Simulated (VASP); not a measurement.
# Ta (Im-3m) in VASP: a series of runs, part 2 of 2

VASP 6.6.1. Earlier steps stand in the parts before.

### Step 3. Single point, LDA

This run uses another cell than the first one, of 17.22 Å³/atom.

The input, INCAR:

```
SYSTEM = Ta
ALGO = Normal
EDIFF = 1E-7
ENCUT = 520
GGA = CA
ISIF = 2
ISMEAR = 0
LASPH = .True.
LCHARG = .False.
LREAL = .False.
LWAVE = .False.
NBANDS = 12
NELM = 80
PREC = Accurate
SIGMA = 0.1
```

The input, KPOINTS:

```
k-points
0
Gamma
  26 26 26
  0 0 0
```

The input, POSCAR:

```
Ta
1.0
   -1.6267481472      1.6267481472      1.6267481472
    1.6267481472     -1.6267481472      1.6267481472
    1.6267481472      1.6267481472     -1.6267481472
Ta
1
Direct
    0.0000000000      0.0000000000      0.0000000000
```

Potentials or basis: VASP PAW LDA potentials, release 64 (Ta_pv).

The run is started by

```
$ cat potpaw_LDA.64/Ta_pv/POTCAR > POTCAR
$ mpirun -np 1 vasp_std > vasp.out
```

OUTCAR:

```text
SYSTEM = Ta
   EDIFF = 1E-7
   ENCUT = 520
   GGA = CA
   ISIF = 2
   ISMEAR = 0
   LASPH = .True.
   LREAL = .False.
   NELM = 80
   PREC = Accurate

 ion  position               nearest neighbor table
   1  0.000  0.000  0.000-

  LATTYP: Found a body centered cubic cell.
 ALAT       =     3.2534962944

  Lattice vectors:

 A1 = (  -1.6267481472,   1.6267481472,   1.6267481472)
 A2 = (   1.6267481472,  -1.6267481472,   1.6267481472)
 A3 = (   1.6267481472,   1.6267481472,  -1.6267481472)

Analysis of symmetry for initial positions (statically):
=====================================================================
 Subroutine PRICEL returns:
 Original cell was already a primitive cell.

 Routine SETGRP: Setting up the symmetry group for a
 body centered cubic supercell.

 Subroutine GETGRP returns: Found 48 space group operations
 (whereof 48 operations were pure point group operations)
 out of a pool of 48 trial point group operations.

The static configuration has the point symmetry O_h .

[... 166 lines left out ...]
 k-point     1 :       0.0000    0.0000    0.0000
  band No.  band energies     occupation
      1     -26.9441      2.00000
      2     -26.9441      2.00000
      3     -26.9441      2.00000
      4      -2.2310      2.00000
      5       6.4455      0.00000
      6       6.4455      0.00000
      7       6.4455      0.00000
      8       9.8669      0.00000
      9       9.8669      0.00000
     10      19.6187      0.00000
     11      21.0634      0.00000
     12      21.0634      0.00000
[... 331 lines left out ...]
 k-point    24 :       0.3846    0.0385    0.0000
  band No.  band energies     occupation
      1     -28.2112      2.00000
      2     -27.3554      2.00000
      3     -26.9623      2.00000
      4       1.2548      2.00000
      5       4.2335      2.00000
      6       6.6878      0.00000
      7       9.8209      0.00000
      8      10.6826      0.00000
      9      12.8248      0.00000
     10      18.7335      0.00000
     11      19.2331      0.00000
     12      19.6726      0.00000

 [... further k-points ...]

------------------------ aborting loop because EDIFF is reached ----------------------------------------

  FORCE on cell =-STRESS in cart. coord.  units (eV):
  Direction    XX          YY          ZZ          XY          YZ          ZX
  --------------------------------------------------------------------------------------
  -------------------------------------------------------------------------------------
  Total        0.0907015      0.0907015      0.0907015      0.0000000     -0.0000000      0.0000000
  in kB        8.4392513      8.4392513      8.4392513      0.0000000     -0.0000000      0.0000000
  external PRESSURE =       8.4392513 kB  Pullay stress =       0.0000000 kB

 VOLUME and BASIS-vectors are now :
 -----------------------------------------------------------------------------
  energy-cutoff  :      520.00
  volume of cell :       17.22
      direct lattice vectors                 reciprocal lattice vectors
    -1.626748147  1.626748147  1.626748147     0.000000000  0.307361653  0.307361653
     1.626748147 -1.626748147  1.626748147     0.307361653  0.000000000  0.307361653
     1.626748147  1.626748147 -1.626748147     0.307361653  0.307361653  0.000000000

 POSITION                                       TOTAL-FORCE (eV/Angst)
 -----------------------------------------------------------------------------------
      0.00000      0.00000      0.00000        -0.000000     -0.000000      0.000000
 -----------------------------------------------------------------------------------
    total drift:                               -0.000000      0.000000     -0.000000

  FREE ENERGIE OF THE ION-ELECTRON SYSTEM (eV)
  ---------------------------------------------------
  free  energy   TOTEN  =       -12.8304393344 eV

  energy  without entropy=      -12.8236313102  energy(sigma->0) =      -12.82703532
```

OSZICAR:

```text
N       E                     dE             d eps       ncg     rms          rms(c)
DAV:   1     0.608423987184E+02    0.60842E+02   -0.60942E+03 12288   0.881E+02
DAV:   2    -0.122734959602E+02   -0.73116E+02   -0.71293E+02 13760   0.248E+02
DAV:   3    -0.132931147100E+02   -0.10196E+01   -0.10085E+01 14508   0.275E+01
DAV:   4    -0.132956879759E+02   -0.25733E-02   -0.25731E-02 13476   0.153E+00
DAV:   5    -0.132956952601E+02   -0.72842E-05   -0.72852E-05 14196   0.780E-02    0.145E+01
DAV:   6    -0.129413584041E+02    0.35434E+00   -0.27740E-01 14080   0.541E+00    0.706E+00
DAV:   7    -0.128325666122E+02    0.10879E+00   -0.22330E-01 14216   0.457E+00    0.361E-01
DAV:   8    -0.128304744307E+02    0.20922E-02   -0.38062E-03 12872   0.683E-01    0.110E-01
DAV:   9    -0.128304398571E+02    0.34574E-04   -0.84799E-05 14216   0.963E-02    0.247E-02
DAV:  10    -0.128304393613E+02    0.49587E-06   -0.33209E-06 13228   0.194E-02    0.324E-03
DAV:  11    -0.128304393344E+02    0.26889E-07   -0.78427E-08  8888   0.310E-03
   1 F= -.12830439E+02 E0= -.12827035E+02  d E =-.680802E-02
```

It took 92 s on 1 thread of Intel Xeon 8259CL, shared host; peak memory 0.22 GiB.

What came out:

| Property | Result |
| --- | --- |
| Free energy | -12.8304 eV |
| Pressure | 0.8 GPa |
| Band gap on the k mesh | zero (an odd number of electrons rules out a gap without spin polarisation) |

Levels at points of the mesh, in eV from the Fermi level:
```csv
k point,band 2,band 3,band 4,band 5,band 6,band 7,band 8,band 9,band 10,band 11
"(0.00, 0.00, 0.00)",-32.71,-32.71,-8.00,0.67,0.67,0.67,4.10,4.10,13.85,15.29
"(0.50, 0.00, 0.00)",-33.16,-32.73,-4.57,-1.72,1.97,4.01,5.07,8.21,12.24,12.44
"(0.50, 0.50, 0.50)",-33.67,-33.67,-4.09,-4.09,7.17,7.17,7.17,9.18,9.18,9.18
```

Caveat: spin-orbit coupling is left out, which moves the levels of the heavy elements.

### Step 4. Single point, LDA

This run uses another cell than the first one, of 17.25 Å³/atom.

The input, INCAR:

```
SYSTEM = Ta
ALGO = Normal
EDIFF = 1E-7
ENCUT = 520
GGA = CA
ISIF = 2
ISMEAR = -1
LASPH = .True.
LCHARG = .False.
LREAL = .False.
LWAVE = .False.
NBANDS = 12
NELM = 60
PREC = Accurate
SIGMA = 0.15
```

KPOINTS is that of step 3.

The input, POSCAR:

```
Ta
1.0
   -1.6276972512      1.6276972512      1.6276972512
    1.6276972512     -1.6276972512      1.6276972512
    1.6276972512      1.6276972512     -1.6276972512
Ta
1
Direct
    0.0000000000      0.0000000000      0.0000000000
```

The run is started by

```
$ cat potpaw_LDA.64/Ta_pv/POTCAR > POTCAR
$ mpirun -np 1 vasp_std > vasp.out
```

Run time: 87 s. Hardware: 1 thread of Intel Xeon 8259CL, shared host; peak memory 0.21 GiB.

It converged, with:

| Quantity | Value |
| --- | --- |
| Free energy | -12.8746 eV |
| Pressure | 0.9 GPa |
| Band gap on the k mesh | zero (an odd number of electrons rules out a gap without spin polarisation) |

Levels at points of the mesh, in eV from the Fermi level:
```
           k point  band 2  band 3  band 4  band 5  band 6  band 7  band 8  band 9  band 10  band 11
(0.00, 0.00, 0.00)  -32.75  -32.75   -8.03    0.64    0.64    0.64    4.05    4.05    13.81    15.25
(0.50, 0.00, 0.00)  -33.20  -32.76   -4.60   -1.75    1.92    3.96    5.03    8.16    12.19    12.38
(0.50, 0.50, 0.50)  -33.71  -33.71   -4.11   -4.11    7.12    7.12    7.12    9.13     9.13     9.13
```

Caveat: spin-orbit coupling is left out, which moves the levels of the heavy elements.

### Step 5. Summary

| cell | k mesh | smearing | gap on the mesh (eV) | pressure (GPa) |
| --- | --- | --- | --- | --- |
| a = 2.812 Å, angles 109.5°, 1 atom | 8 × 8 × 8 | gaussian 0.1 eV | none | 1.0 |
| a = 2.818 Å, angles 109.5°, 1 atom | 26 × 26 × 26 | gaussian 0.1 eV | none | 0.8 |
| a = 2.819 Å, angles 109.5°, 1 atom | 26 × 26 × 26 | fermi-dirac 0.15 eV | none | 0.9 |

Alike in all rows: task single point; level LDA; potentials or basis VASP PAW LDA potentials, release 64 (Ta_pv); no spin polarisation; cutoff (eV) 520.

Caveats: spin-orbit coupling is left out, which moves the levels of the heavy elements.

Total energies depend on the potentials used, so only differences within one code and one set of settings carry meaning.
